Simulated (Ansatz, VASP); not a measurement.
# Two plane-wave programs on Si2W

```
CELL_PARAMETERS angstrom
-1.71561 1.71561 3.48424
1.71561 -1.71561 3.48424
1.71561 1.71561 -3.48424
ATOMIC_POSITIONS crystal
Si 0.33457 0.33457 0.00000
Si 0.66543 0.66543 0.00000
W 0.00000 0.00000 0.00000
```

Alike in both runs: task single point; functional PBE; k mesh 18 × 18 × 18; occupations gaussian, width 0.15 eV; no spin polarisation.

|  | VASP | Ansatz |
| --- | --- | --- |
| version | VASP 6.6.1 | Ansatz 0.2.0 |
| potentials or method | VASP PAW PBE potentials, release 64 (Si, W_sv), cutoff 520 eV | scalar-relativistic, plane waves, PAW |
| valence electrons in the cell | 22 | 22 |

VASP gave:

| Quantity | Value |
| --- | --- |
| gap on the k mesh at the Fermi level (eV) | none |
| pressure (GPa) | 13.5 |
| traceless stress, the component that is largest in VASP (GPa) | 60.77 |
| rms of the force components (eV/Å) | 0.278 |

Q: What did Ansatz give for the same quantities?

A: gap on the k mesh at the Fermi level (eV): none; pressure (GPa): 13.5; traceless stress, the component that is largest in VASP (GPa): 60.85; rms of the force components (eV/Å): 0.273.

Atom by atom the forces differ by 0.005 eV/Å (rms over components). A gap of «none» marks a metal or a gap that the smearing closes.

Neither program's run includes spin-orbit coupling.
